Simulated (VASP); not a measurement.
Wanted: the native input for a VASP 6.6.1 run.

| Item | Value |
| --- | --- |
| Task | single point |
| Functional | RPBE |
| Dispersion | D4 |
| Potentials or basis | VASP PAW PBE potentials, release 64 (Cd, S) |
| Cutoff | 520 eV |
| k mesh | 7 × 7 × 4 |
| Occupations | fermi-dirac, width 0.05 eV |
| Spin | no spin polarisation |
| Dipole correction | no |
| Further INCAR settings | ALGO = Normal; EDIFF = 1e-06; NBANDS = 26 |

The structure of CdS (Greenockite) lies in POSCAR:

```
CdS
1.0
    4.1500000000      0.0000000000      0.0000000000
   -2.0750000000      3.5940054257      0.0000000000
    0.0000000000      0.0000000000      6.7370000000
Cd S
2 2
Direct
    0.6666666667      0.3333333333      0.5000000000
    0.3333333333      0.6666666667      0.0000000000
    0.6666666667      0.3333333333      0.8750000000
    0.3333333333      0.6666666667      0.3750000000
```

These files were run (other wordings do the same):

INCAR

```
PREC = Accurate ; ENCUT = 520
EDIFF = 1E-6 ; ISMEAR = -1
SIGMA = 0.05 ; LREAL = False
LASPH = True ; NELM = 80
ALGO = Normal ; ISIF = 2
LWAVE = False ; LCHARG = True
GGA = RP ; IVDW = 13
LELF = True ; LVHAR = True
NBANDS = 26
```

KPOINTS

```
regular mesh
0
Gamma
  7 7 4
```

Potentials or basis: VASP PAW PBE potentials, release 64 (Cd, S).

The run is started by

```bash
$ cat potpaw_PBE.64/Cd/POTCAR potpaw_PBE.64/S/POTCAR > POTCAR
$ mpirun -np 1 vasp_std > vasp.out
```

Results of the run:

The pressure is 0.3 GPa and the largest force is 0.077 eV/Å. The band gap on the k mesh is 1.38 eV, direct and the dispersion energy per atom is -0.592 eV.

Caveat: the PAW data sets were made with another functional, which shifts forces and pressure a little.

It took 26 s on 1 thread of Intel(R) Xeon(R) Platinum 8559C (Emerald Rapids), on a shared host, peak memory 0.24 GiB.
